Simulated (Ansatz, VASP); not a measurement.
# B: VASP beside Ansatz

```
CELL_PARAMETERS angstrom
1.46955 -2.66214 0.00000
1.46955 2.66214 0.00000
0.00000 0.00000 3.26279
ATOMIC_POSITIONS crystal
B 0.65586 0.34414 0.58998
B 0.15586 0.84414 0.91002
B 0.34414 0.65586 0.41002
B 0.84414 0.15586 0.08998
```

Alike in both runs: functional PBE; k mesh 18 × 18 × 14; occupations gaussian, width 0.1 eV; no spin polarisation.

Ansatz relaxed the structure, and its values are those at the end. VASP's run is a single point on that final structure, the one shown.

|  | VASP | Ansatz |
| --- | --- | --- |
| version | VASP 6.6.1 | Ansatz 0.2.0 |
| potentials or method | VASP PAW PBE potentials, release 64 (B), cutoff 520 eV | scalar-relativistic, plane waves, PAW |
| valence electrons in the cell | 12 | 12 |

|  | VASP | Ansatz | Ansatz less VASP |
| --- | --- | --- | --- |
| gap on the k mesh at the Fermi level (eV) | none | none | - |
| pressure (GPa) | 0.0 | 0.0 | -0.02 |

A gap of «none» marks a metal or a gap that the smearing closes. The functional is the same, so the differences come from potentials, cutoffs and numerics.
